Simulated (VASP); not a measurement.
# Cu (Pm-3m) in VASP: notebook

The runs below take Cu through relaxation of cell and atoms, with PBE.

All numbers are computed with VASP 6.6.1; they aren't measurements. Logs are shortened: lines on timing, memory, paths and dates and some standing lists are left out, and cuts for length are marked.

## (1) The cell of the first run

The structure is cubic, space group Pm-3m (No. 221). The conventional cell has a = 1.943 Å, b = 1.943 Å, c = 1.943 Å, α = 90.00°, β = 90.00°, γ = 90.00°. Cu (site symmetry m-3m) has 6 Cu at 1.94 Å within 2.6 Å.

## (2) Relaxation of cell and atoms, PBE, target pressure 260 GPa, at which the enthalpy is minimised

Input file INCAR:

```
  PREC = Accurate
  ENCUT = 600
  EDIFF = 1E-6
  ISMEAR = -1
  SIGMA = 0.1
  LREAL = F
  LASPH = T
  NELM = 100
  ALGO = Normal
  ISIF = 3
  LWAVE = F
  LCHARG = F
  GGA = PE
  IBRION = 2
  NSW = 60
  EDIFFG = -0.005
  PSTRESS = 2600.0
```

Input file KPOINTS:

```
Automatic mesh
0
Gamma
  19 19 19
```

Input file POSCAR:

```
Cu
1.0
    1.9427537327      0.0000000000      0.0000000000
    0.0000000000      1.9427537327      0.0000000000
    0.0000000000      0.0000000000      1.9427537327
Cu
1
Direct
    0.0000000000      0.0000000000      0.0000000000
```

Potentials or basis: VASP PAW PBE potentials, release 64 (Cu).

The run is started by

```sh
$ cat potpaw_PBE.64/Cu/POTCAR > POTCAR
$ mpirun -np 1 vasp_std > vasp.out
```

OUTCAR:

```text
PREC = Accurate
   ENCUT = 600
   EDIFF = 1E-6
   ISMEAR = -1
   LREAL = F
   LASPH = T
   NELM = 100
   ISIF = 3
   GGA = PE
   IBRION = 2
   NSW = 60
   EDIFFG = -0.005
   PSTRESS = 2600.0

 ion  position               nearest neighbor table
   1  0.000  0.000  0.000-

  LATTYP: Found a simple cubic cell.
 ALAT       =     1.9427537327

  Lattice vectors:

 A1 = (   1.9427537327,   0.0000000000,   0.0000000000)
 A2 = (   0.0000000000,   1.9427537327,   0.0000000000)
 A3 = (   0.0000000000,   0.0000000000,   1.9427537327)

Analysis of symmetry for initial positions (statically):
=====================================================================
 Subroutine PRICEL returns:
 Original cell was already a primitive cell.

 Routine SETGRP: Setting up the symmetry group for a
 simple cubic supercell.

 Subroutine GETGRP returns: Found 48 space group operations
 (whereof 48 operations were pure point group operations)
 out of a pool of 48 trial point group operations.

The static configuration has the point symmetry O_h .

Analysis of symmetry for dynamics (positions and initial velocities):
=====================================================================
 Subroutine PRICEL returns:
 Original cell was already a primitive cell.

 Routine SETGRP: Setting up the symmetry group for a
 simple cubic supercell.

 Subroutine GETGRP returns: Found 48 space group operations
 (whereof 48 operations were pure point group operations)
 out of a pool of 48 trial point group operations.

The dynamic configuration has the point symmetry O_h .

 Subroutine INISYM returns: Found 48 space group operations
 (whereof 48 operations are pure point group operations),
 and found     1 'primitive' translations

----------------------------------------------------------------------------------------

                                     Primitive cell

  volume of cell :       7.3325

  direct lattice vectors                    reciprocal lattice vectors
     1.942753733  0.000000000  0.000000000     0.514733279  0.000000000  0.000000000
     0.000000000  1.942753733  0.000000000     0.000000000  0.514733279  0.000000000
     0.000000000  0.000000000  1.942753733     0.000000000  0.000000000  0.514733279

  length of vectors
     1.942753733  1.942753733  1.942753733     0.514733279  0.514733279  0.514733279

  position of ions in fractional coordinates (direct lattice)
     0.000000000  0.000000000  0.000000000

  ion indices of the primitive-cell ions
   primitive index   ion index
                 1           1

----------------------------------------------------------------------------------------

 KPOINTS: Automatic mesh

Automatic generation of k-mesh.
 Grid dimensions read from file:
 generate k-points for:   19   19   19

 Generating k-lattice:

  Cartesian coordinates                     Fractional coordinates (reciprocal lattice)
     0.027091225  0.000000000  0.000000000     0.052631579  0.000000000  0.000000000
     0.000000000  0.027091225  0.000000000     0.000000000  0.052631579  0.000000000
     0.000000000  0.000000000  0.027091225     0.000000000  0.000000000  0.052631579

  Length of vectors
     0.027091225  0.027091225  0.027091225

  Shift w.r.t. Gamma in fractional coordinates (k-lattice)
     0.000000000  0.000000000  0.000000000

 Subroutine IBZKPT returns following result:
 ===========================================

 Found    220 irreducible k-points:

 Following reciprocal coordinates:
            Coordinates               Weight
  0.000000  0.000000  0.000000      1.000000
  0.052632  0.000000  0.000000      6.000000
  0.105263  0.000000  0.000000      6.000000
  0.157895  0.000000  0.000000      6.000000
  0.210526  0.000000  0.000000      6.000000
  0.263158  0.000000  0.000000      6.000000
[... 16 lines left out ...]
  0.263158  0.105263  0.000000     24.000000
  0.315789  0.105263  0.000000     24.000000
 [... further k-points ...]
   k-points           NKPTS =    220   k-points in BZ     NKDIM =    220   number of bands    NBANDS=      9
   number of dos      NEDOS =    301   number of ions     NIONS =      1
   total plane-waves  NPLWV =   4096
   dimension x,y,z NGX =    16 NGY =   16 NGZ =   16
   dimension x,y,z NGXF=    32 NGYF=   32 NGZF=   32
   ions per type =               1
   NGX,Y,Z   is equivalent  to a cutoff of  13.69, 13.69, 13.69 a.u.
   NGXF,Y,Z  is equivalent  to a cutoff of  27.38, 27.38, 27.38 a.u.
 SYSTEM =  unknown system
   PREC   = accura    normal or accurate (medium, high low for compatibility)
   ISTART =      0    job   : 0-new  1-cont  2-samecut
   ICHARG =      2    charge: 1-file 2-atom 10-const
   ISPIN  =      1    spin polarized calculation?
   LNONCOLLINEAR =      F non collinear calculations
   LSORBIT =      F    spin-orbit coupling
   LASPH  =      T    aspherical Exc in radial PAW
   ENCUT  =  600.0 eV  44.10 Ry    6.64 a.u.   3.88  3.88  3.88*2*pi/ulx,y,z
   NELM   =    100;   NELMIN=  2; NELMDL= -5     # of ELM steps
   EDIFF  = 0.1E-05   stopping-criterion for ELM
   LREAL  =      F    real-space projection
   EDIFFG = -.5E-02   stopping-criterion for IOM
   NSW    =     60    number of steps for IOM
   IBRION =      2    ionic relax: 0-MD 1-quasi-New 2-CG
   NFREE  =      1    steps in history (QN), initial steepest desc. (CG)
   ISIF   =      3    stress and relaxation
   ISYM   =      2    0-nonsym 1-usesym 2-fastsym
   POTIM  = 0.5000    time-step for ionic-motion
   TEBEG  =    0.0;   TEEND  =   0.0 temperature during run
   PSTRESS= 2600.0 pullay stress
   NELECT =      11.0000    total number of electrons
   NUPDOWN=      -1.0000    fix difference up-down
   EMIN   =  10.00;   EMAX   =-10.00  energy-range for DOS
   EFERMI =   0.00;   METHOD = LEGACY
   ISMEAR =    -1;   SIGMA  =   0.10  broadening in eV -4-tet -1-fermi 0-gaus
   EFERMI_NEDOS =   21; number of points for ismear=-14 and -15
   IALGO  =     38    algorithm
   IMIX   =      4    mixing-type and parameters
     AMIX     =   0.40;   BMIX     =  1.00
     AMIX_MAG =   1.60;   BMIX_MAG =  1.00
  volume/ion in A,a.u.               =       7.33        49.48
  Fermi-wavevector in a.u.,A,eV,Ry     =   1.874079  3.541496 47.786020  3.512173
  Thomas-Fermi vector in A             =   2.919093
   LORBIT       =      0    0 simple, 1 ext, 2 COOP (PROOUT), +10 PAW based schemes
   GGA     = PE    functional components
   LHFCALC =     F    Hartree Fock is set to
   AEXX    =    0.0000 exact exchange contribution
   IVDW    =     0    specifies the selected vdW correction
   LEPSILON=     F    determine dielectric tensor
   LRPA    =     F    only Hartree local field effects (RPA)
 conjugate gradient relaxation of ions
 non-spin polarized calculation
  energy-cutoff  :      600.00
  volume of cell :        7.33
 maximum number of plane-waves:       277
 NGX is ok and might be reduce to    16
   NGX =  7   NGY =  7   NGZ =  7

--------------------------------------- Ionic step        1  -------------------------------------------

 number of electron      10.9999994 magnetization

 Free energy of the ion-electron system (eV)
  ---------------------------------------------------
  ext. energy  EPLUGINS =         0.00000000
  ---------------------------------------------------
  free energy    TOTEN  =         0.27442749 eV

  energy without entropy =        0.28127165  energy(sigma->0) =        0.27784957

------------------------ aborting loop because EDIFF is reached ----------------------------------------

  FORCE on cell =-STRESS in cart. coord.  units (eV):
  Direction    XX          YY          ZZ          XY          YZ          ZX
  --------------------------------------------------------------------------------------
  -------------------------------------------------------------------------------------
  Total       14.6429449     14.6429449     14.6429449      0.0000000     -0.0000000     -0.0000000
  in kB     3199.5268142   3199.5268142   3199.5268142      0.0000000     -0.0000000     -0.0000000
  external PRESSURE =     599.5268142 kB  Pullay stress =    2600.0000000 kB
[... 22 lines left out ...]
  enthalpy is  TOTEN    =        12.1735797494 eV   P V=       11.8991522607

--------------------------------------- Ionic step        2  -------------------------------------------

 number of electron      10.9999970 magnetization

 E-fermi :   8.7981     XC(G=0): -13.2439

 val. band max:        8.7692917330   @ k =   0.4211   0.1579   0.1579
 cond. band min:       8.8295982157   @ k =   0.4211   0.2105   0.1053
 fundamental gap:      0.0603064827
 Fermi energy:         8.7980918459

 k-point     1 :       0.0000    0.0000    0.0000
  band No.  band energies     occupation
      1      -1.1170      2.00000
      2       3.7151      2.00000
      3       3.7151      2.00000
      4       7.3967      2.00000
      5       7.3967      2.00000
      6       7.3967      2.00000
      7      29.4479      0.00000
      8      29.4479      0.00000
      9      29.4479      0.00000
[... 265 lines left out ...]
 k-point    24 :       0.3158    0.1053    0.0000
  band No.  band energies     occupation
      1       2.0595      2.00000
      2       4.1855      2.00000
      3       5.0372      2.00000
      4       6.5802      2.00000
      5       6.5926      2.00000
      6       7.3490      2.00000
      7      16.6947      0.00000
      8      28.9536      0.00000
      9      33.9562      0.00000

 [... further k-points ...]

------------------------ aborting loop because EDIFF is reached ----------------------------------------

  FORCE on cell =-STRESS in cart. coord.  units (eV):
  Direction    XX          YY          ZZ          XY          YZ          ZX
  --------------------------------------------------------------------------------------
  -------------------------------------------------------------------------------------
  Total        3.5709212      3.5709212      3.5709212      0.0000000      0.0000000      0.0000000
  in kB      537.3719714    537.3719714    537.3719714      0.0000000      0.0000000      0.0000000
  external PRESSURE =   -2062.6280286 kB  Pullay stress =    2600.0000000 kB
[... 170 lines left out ...]
  enthalpy is  TOTEN    =        12.1047224754 eV   P V=       12.5150738183

--------------------------------------- Ionic step        7  -------------------------------------------

 number of electron      11.0000017 magnetization

 Free energy of the ion-electron system (eV)
  ---------------------------------------------------
  ext. energy  EPLUGINS =         0.00000000
  ---------------------------------------------------
  free energy    TOTEN  =        -0.41096022 eV

  energy without entropy =       -0.40420558  energy(sigma->0) =       -0.40758290

 E-fermi :  14.3039     XC(G=0): -15.3007

 val. band max:       14.3027396007   @ k =   0.4211   0.2105   0.1053
 cond. band min:      14.3272411240   @ k =   0.4211   0.2632   0.0000
 fundamental gap:      0.0245015232
 Fermi energy:        14.3038640383

 k-point     1 :       0.0000    0.0000    0.0000
  band No.  band energies     occupation
      1       1.3824      2.00000
      2       6.7177      2.00000
      3       6.7177      2.00000
      4      12.6018      2.00000
      5      12.6018      2.00000
      6      12.6018      2.00000
      7      39.0188      0.00000
      8      39.0188      0.00000
      9      39.0188      0.00000
[... 265 lines left out ...]
 k-point    24 :       0.3158    0.1053    0.0000
  band No.  band energies     occupation
      1       5.2513      2.00000
      2       7.4822      2.00000
      3       8.7850      2.00000
      4      11.2347      2.00000
      5      11.2656      2.00000
      6      12.5211      2.00000
      7      24.3036      0.00000
      8      38.4810      0.00000
      9      44.8459      0.00000

 [... further k-points ...]

------------------------ aborting loop because EDIFF is reached ----------------------------------------

  FORCE on cell =-STRESS in cart. coord.  units (eV):
  Direction    XX          YY          ZZ          XY          YZ          ZX
  --------------------------------------------------------------------------------------
  -------------------------------------------------------------------------------------
  Total       12.5203650     12.5203650     12.5203650     -0.0000000      0.0000000     -0.0000000
  in kB     2600.9729473   2600.9729473   2600.9729473     -0.0000000      0.0000000     -0.0000000
  external PRESSURE =       0.9729473 kB  Pullay stress =    2600.0000000 kB
[... 16 lines left out ...]
  FREE ENERGIE OF THE ION-ELECTRON SYSTEM (eV)
  ---------------------------------------------------
  free  energy   TOTEN  =        -0.4109602203 eV

  energy  without entropy=       -0.4042055760  energy(sigma->0) =       -0.40758290

  enthalpy is  TOTEN    =        12.1047212974 eV   P V=       12.5156815176

 reached required accuracy - stopping structural energy minimisation
```

It took 23 s on 1 thread of Intel Xeon 6975P-C, shared host; peak memory 0.14 GiB.

Results:

| Quantity | Value |
| --- | --- |
| Free energy | -0.4110 eV |
| Relaxed volume | 7.71 Å³/atom |
| Relaxed cell | a = 1.976 Å, b = 1.976 Å, c = 1.976 Å, α = 90.00°, β = 90.00°, γ = 90.00° |
| Space group after relaxing (to 0.05 Å) | Pm-3m (No. 221) |
| Energy change on relaxing (the enthalpy is what falls) | -685.4 meV/atom |
| Ionic steps | 7 |
| Pressure after relaxing | 260.1 GPa |

The path:
| step | energy change (eV) | largest force (eV/Å) | pressure (GPa) | volume (Å³) |
| --- | --- | --- | --- | --- |
| 1 | 0.0000 | 0.0000 | 319.95 | 7.33 |
| 2 | -3.1073 | 0.0000 | 53.74 | 10.65 |
| 3 | -0.8159 | 0.0000 | 249.33 | 7.79 |
| 4 | -0.6972 | 0.0000 | 259.11 | 7.72 |
| 5 | -0.6844 | 0.0000 | 260.54 | 7.71 |
| 6 | -0.6848 | 0.0000 | 260.34 | 7.71 |
| 7 | -0.6854 | 0.0000 | 260.10 | 7.71 |

Final structure:
```cif
data_structure
_symmetry_space_group_name_H-M 'P 1'
_symmetry_Int_Tables_number 1
_cell_length_a 1.9757
_cell_length_b 1.9757
_cell_length_c 1.9757
_cell_angle_alpha 90.000
_cell_angle_beta 90.000
_cell_angle_gamma 90.000
_cell_volume 7.71
loop_
_atom_site_label
_atom_site_type_symbol
_atom_site_fract_x
_atom_site_fract_y
_atom_site_fract_z
_atom_site_occupancy
Cu1 Cu 0.00000 0.00000 0.00000 1
```

Levels at points of the mesh, in eV from the Fermi level:
```tsv
k point	band 3	band 4	band 5	band 6	band 7	band 8	band 9
(0.00, 0.00, 0.00)	-7.59	-1.70	-1.70	-1.70	24.71	24.71	24.71
```

Caveat: the cell is relaxed towards a set pressure, so the enthalpy falls and the energy may rise.

## (3) Relaxation of cell and atoms, PBE, target pressure 260 GPa, at which the enthalpy is minimised

This run uses another cell than the first one, of 7.70 Å³/atom, 1.050 times its volume.

Input file INCAR:

```
SYSTEM = Cu
ALGO = Normal ; EDIFF = 1E-6
EDIFFG = -0.005 ; ENCUT = 600
GGA = PE ; IBRION = 2
ISIF = 3 ; ISMEAR = -1
LASPH = .TRUE. ; LCHARG = .FALSE.
LREAL = .FALSE. ; LWAVE = .FALSE.
NELM = 80 ; NSW = 32
PREC = Accurate ; PSTRESS = 2600.0
SIGMA = 0.1
```

Input file KPOINTS:

```
k-points
0
G
  19 19 19
  0 0 0
```

Input file POSCAR:

```
Cu
1.0
    1.9747465101      0.0000000000      0.0000000000
    0.0000000000      1.9747465101      0.0000000000
    0.0000000000      0.0000000000      1.9747465101
Cu
1
Direct
    0.0000000000      0.0000000000      0.0000000000
```

Potentials or basis: VASP PAW PBE potentials, release 64 (Cu).

The run is started by

```sh
$ cat potpaw_PBE.64/Cu/POTCAR > POTCAR
$ mpirun -np 1 vasp_std > vasp.out
```

OUTCAR:

```text
SYSTEM = Cu
   EDIFF = 1E-6
   EDIFFG = -0.005
   ENCUT = 600
   GGA = PE
   IBRION = 2
   ISIF = 3
   ISMEAR = -1
   LASPH = .TRUE.
   LREAL = .FALSE.
   NELM = 80
   NSW = 32
   PREC = Accurate
   PSTRESS = 2600.0

 ion  position               nearest neighbor table
   1  0.000  0.000  0.000-

  LATTYP: Found a simple cubic cell.
 ALAT       =     1.9747465101

  Lattice vectors:

 A1 = (   1.9747465101,   0.0000000000,   0.0000000000)
 A2 = (   0.0000000000,   1.9747465101,   0.0000000000)
 A3 = (   0.0000000000,   0.0000000000,   1.9747465101)

Analysis of symmetry for initial positions (statically):
=====================================================================
 Subroutine PRICEL returns:
 Original cell was already a primitive cell.

 Routine SETGRP: Setting up the symmetry group for a
[... 255 lines left out ...]
 fundamental gap:      0.0246792932
 Fermi energy:        14.2944202942

 k-point     1 :       0.0000    0.0000    0.0000
  band No.  band energies     occupation
      1       1.3777      2.00000
      2       6.7126      2.00000
      3       6.7126      2.00000
      4      12.5929      2.00000
      5      12.5929      2.00000
      6      12.5929      2.00000
      7      39.0037      0.00000
      8      39.0037      0.00000
      9      39.0037      0.00000
[... 265 lines left out ...]
 k-point    24 :       0.3158    0.1053    0.0000
  band No.  band energies     occupation
      1       5.2456      2.00000
      2       7.4766      2.00000
      3       8.7785      2.00000
      4      11.2267      2.00000
      5      11.2575      2.00000
      6      12.5122      2.00000
      7      24.2909      0.00000
      8      38.4660      0.00000
      9      44.8287      0.00000

 [... further k-points ...]

------------------------ aborting loop because EDIFF is reached ----------------------------------------

  FORCE on cell =-STRESS in cart. coord.  units (eV):
  Direction    XX          YY          ZZ          XY          YZ          ZX
  --------------------------------------------------------------------------------------
  -------------------------------------------------------------------------------------
  Total       12.5215239     12.5215239     12.5215239      0.0000000      0.0000000     -0.0000000
  in kB     2600.0601929   2600.0601929   2600.0601929      0.0000000      0.0000000     -0.0000000
  external PRESSURE =       0.0601929 kB  Pullay stress =    2600.0000000 kB
[... 20 lines left out ...]
  energy  without entropy=       -0.4099400326  energy(sigma->0) =       -0.41331651

  enthalpy is  TOTEN    =        12.1045410807 eV   P V=       12.5212340663

 reached required accuracy - stopping structural energy minimisation
```

OSZICAR:

```text
N       E                     dE             d eps       ncg     rms          rms(c)
DAV:   1     0.359640631966E+02    0.35964E+02   -0.63373E+03  4328   0.260E+03
[... 22 lines left out ...]
       N       E                     dE             d eps       ncg     rms          rms(c)
DAV:   1    -0.444757929821E+00    0.12992E+00   -0.60840E-01  4220   0.223E+01    0.135E+00
DAV:   2    -0.420306214568E+00    0.24452E-01   -0.22162E-01  4184   0.127E+01    0.221E-01
DAV:   3    -0.417500095893E+00    0.28061E-02   -0.11689E-02  4253   0.300E+00    0.177E-01
DAV:   4    -0.416696406062E+00    0.80369E-03   -0.66059E-04  4920   0.374E-01    0.400E-03
DAV:   5    -0.416694733432E+00    0.16726E-05   -0.12373E-05  4405   0.838E-02    0.511E-03
DAV:   6    -0.416692900300E+00    0.18331E-05   -0.58061E-07  2557   0.182E-02    0.364E-04
DAV:   7    -0.416692985627E+00   -0.85327E-07   -0.37882E-08  2029   0.320E-03
   3 F= 0.12104541E+02 E0= 0.12107918E+02  d E =-.926912E-04
```

CONTCAR:

```text
Cu
   1.00000000000000
     1.9760357137627556    0.0000000000000000    0.0000000000000000
     0.0000000000000000    1.9760357137627556    0.0000000000000000
    -0.0000000000000000    0.0000000000000000    1.9760357137627556
  Cu
     1
Direct
     0.0000000000000000    0.0000000000000000    0.0000000000000000

  0.00000000E+00  0.00000000E+00  0.00000000E+00
```

Wall time 14 s (1 thread of Intel Xeon 6975P-C, shared host); peak memory 0.13 GiB.

What came out:

```
Free energy                                            : -0.4167 eV
Relaxed volume                                         : 7.72 Å³/atom
Relaxed cell                                           : a = 1.976 Å, b = 1.976 Å, c = 1.976 Å, α = 90.00°, β = 90.00°, γ = 90.00°
Space group after relaxing (to 0.05 Å)                 : Pm-3m (No. 221)
Energy change on relaxing (the enthalpy is what falls) : -24.6 meV/atom
Ionic steps                                            : 3
Pressure after relaxing                                : 260.0 GPa
```

Step by step:
| step | energy change (eV) | largest force (eV/Å) | pressure (GPa) | volume (Å³) |
| --- | --- | --- | --- | --- |
| 1 | 0.0000 | 0.0000 | 262.14 | 7.70 |
| 2 | -0.1826 | 0.0000 | 246.39 | 7.82 |
| 3 | -0.0246 | 0.0000 | 260.01 | 7.72 |

Final structure:
```yaml
crystal:
  lattice:
    - [1.97604, 0.00000, 0.00000]
    - [0.00000, 1.97604, 0.00000]
    - [0.00000, 0.00000, 1.97604]
  atoms:
    - { symbol: Cu, position: [0.00000, 0.00000, 0.00000] }
```

Caveat: the cell is relaxed towards a set pressure, so the enthalpy falls and the energy may rise.
